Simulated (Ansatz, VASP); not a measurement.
**Two plane-wave programs on Ta**

The input INCAR:

```
SYSTEM = Ta
PREC     = Accurate       ! precision mode
ENCUT    = 520            ! plane-wave cutoff, eV
EDIFF    = 1E-7           ! SCF threshold, eV
ISMEAR   = 0              ! smearing method
SIGMA    = 0.15           ! smearing width, eV
LREAL    = .FALSE.        ! projectors in reciprocal space
LASPH    = .TRUE.         ! aspherical terms in the spheres
NELM     = 80             ! most SCF steps
ALGO     = Fast           ! electronic algorithm
ISIF     = 2              ! what is computed and relaxed
LWAVE    = .FALSE.        ! write WAVECAR
LCHARG   = .FALSE.        ! write CHGCAR
GGA      = PS             ! functional
NBANDS   = 12             ! bands
```

File KPOINTS:

```
regular mesh
0
G
  20 20 20
  0 0 0
```

The input POSCAR:

```
Ta
1.0
   -1.7004250259      1.6402286350      1.4762057715
    1.7004250259     -1.6402286350      1.4762057715
    1.7004250259      1.6402286350     -1.4762057715
Ta
1
Direct
    0.0000000000      0.0000000000      0.0000000000
```

Input for Ansatz:

```yaml
crystal:
  lattice:
    - [-1.7004250259, 1.640228635, 1.4762057715]
    - [1.7004250259, -1.640228635, 1.4762057715]
    - [1.7004250259, 1.640228635, -1.4762057715]
  atoms:
    - { symbol: Ta, position: [0.0, 0.0, 0.0] }
basis:
  ecutwfc: 420
kpoints:
  mp_grid: { grid: [20, 20, 20] }
hamiltonian:
  xc: pbesol
  pseudopotentials: { kind: paw, azcp: { folder: soft_1 } }
scf:
  occupations: { method: gaussian, width: 0.15 }
output:
  forces: true
  stress: true
  eigenvalues: true
```

Change from the starting cell: normal strain along x +0.0367, normal strain along z -0.1000.

Alike in both runs: task single point; functional PBEsol; k mesh 20 × 20 × 20; occupations gaussian, width 0.15 eV; no spin polarisation.

|  | VASP | Ansatz |
| --- | --- | --- |
| version | VASP 6.6.1 | Ansatz 0.2.0 |
| potentials or method | VASP PAW PBE potentials, release 64 (Ta_pv), cutoff 520 eV | scalar-relativistic, plane waves, PAW |
| valence electrons in the cell | 11 | 13 |

```tsv
	VASP	Ansatz	Ansatz less VASP
gap on the k mesh at the Fermi level (eV)	none	none	-
pressure (GPa)	18.4	18.0	-0.40
traceless stress, the component that is largest in VASP (GPa)	9.04	9.01	-0.025
```

VASP's potentials were made for PBE, not for PBEsol, and Ansatz warns of the same on its side. A gap of «none» marks a metal or a gap that the smearing closes. VASP's potentials hold 11 valence electrons a cell and Ansatz's 13, so a difference there can come from the potentials and not from the codes.

Neither program's run includes spin-orbit coupling.
